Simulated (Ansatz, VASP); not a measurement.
Eu: VASP beside Ansatz

INCAR

```
SYSTEM = Eu
PREC = Accurate
ENCUT = 520
EDIFF = 1E-6
ISMEAR = -1
SIGMA = 0.08
LREAL = .False.
LASPH = .True.
NELM = 150
ALGO = Normal
ISIF = 2
LWAVE = .False.
LCHARG = .False.
ISPIN = 2
MAGMOM = 7
LORBIT = 11
LMAXMIX = 6
GGA = PE
NBANDS = 18
```

File KPOINTS:

```
Automatic mesh
0
Gamma
  9 9 9
  0 0 0
```

File POSCAR:

```
Eu
1.0
    0.0000000000      2.7516047906      2.7516047906
    2.7516047906      0.0000000000      2.7516047906
    2.7516047906      2.7516047906      0.0000000000
Eu
1
Direct
    0.0000000000      0.0000000000      0.0000000000
```

Input for Ansatz:

```yaml
crystal:
  lattice:
    - [0.0, 2.7516047906, 2.7516047906]
    - [2.7516047906, 0.0, 2.7516047906]
    - [2.7516047906, 2.7516047906, 0.0]
  atoms:
    - { symbol: Eu, position: [0.0, 0.0, 0.0], spin: 7.0 }
magnetization:
  spin_polarized: true
kpoints:
  mp_grid: { grid: [9, 9, 9] }
scf:
  occupations: { method: fermi_dirac, width: 0.08 }
hamiltonian:
  xc: pbe
  pseudopotentials: { kind: paw }
output:
  forces: true
  stress: true
  eigenvalues: true
  populations: true
  write_density: true
  write_potential: true
  elf: true
  volumetric_format: npy
```

Change from the starting cell: volume scaled by 0.96, PAW files.

Alike in both runs: task single point; functional PBE; k mesh 9 × 9 × 9; occupations fermi-dirac, width 0.08 eV; collinear spin.

|  | VASP | Ansatz |
| --- | --- | --- |
| version | VASP 6.6.1 | Ansatz 0.2.0 |
| potentials or method | VASP PAW PBE potentials, release 64 (Eu) | PAW with Ansatz's default frozen-core files, scalar-relativistic |
| plane-wave cutoff (eV) | 520 | 420 |
| valence electrons in the cell | 17 | 17 |

|  | VASP | Ansatz | Ansatz less VASP |
| --- | --- | --- | --- |
| pressure (GPa) | -0.3 | 0.0 | +0.25 |
| net moment per atom (μB) | 7.43 | 7.45 | +0.019 |
| size of the moment on the site where the two differ most (μB) | 6.71 | 7.14 | +0.438 |

Site moments also hang on the region over which each program counts them.

Neither program's run includes spin-orbit coupling.
